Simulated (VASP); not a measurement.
# In: single point with LDA

In:

```xyz
1
Lattice="2.9313 0.0000 0.0000 0.0000 2.9313 0.0000 0.0000 0.0000 2.9313" Properties=species:S:1:pos:R:3 pbc="T T T"
In    0.0000    0.0000    0.0000
```

This cell differs from its parent crystal: volume scaled by 0.96.

```yaml
Program: VASP 6.6.1
Task: single point
Functional: LDA
Potentials_or_basis: VASP PAW LDA potentials, release 64 (In_d)
Cutoff: 520 eV
k_mesh: 12 × 12 × 12
Occupations: fermi-dirac, width 0.1 eV
Spin: no spin polarisation
Dipole_correction: no
Further_INCAR_settings: ALGO = Normal; EDIFF = 1e-06; NBANDS = 12
```

```yaml
Pressure: 2.2 GPa
```

Levels at points of the mesh, in eV from the Fermi level:
| k point | band 3 | band 4 | band 5 | band 6 | band 7 | band 8 | band 9 | band 10 |
| --- | --- | --- | --- | --- | --- | --- | --- | --- |
| (0.00, 0.00, 0.00) | -14.13 | -14.13 | -14.13 | -9.79 | 7.88 | 7.88 | 7.88 | 11.44 |
| (0.50, 0.00, 0.00) | -14.41 | -14.41 | -14.11 | -5.56 | -3.84 | 11.39 | 11.39 | 13.19 |
| (0.50, 0.50, 0.00) | -14.37 | -14.37 | -13.86 | -1.20 | -0.76 | -0.76 | 4.12 | 15.66 |
| (0.50, 0.50, 0.50) | -14.77 | -13.84 | -13.84 | 2.29 | 2.29 | 2.29 | 4.05 | 7.61 |

Wall time 8.4 s on 1 thread of Intel(R) Xeon(R) Platinum 8488C (Sapphire Rapids) (shared host), peak memory 0.14 GiB.

Caveat: spin-orbit coupling is left out, which moves the levels of the heavy elements.
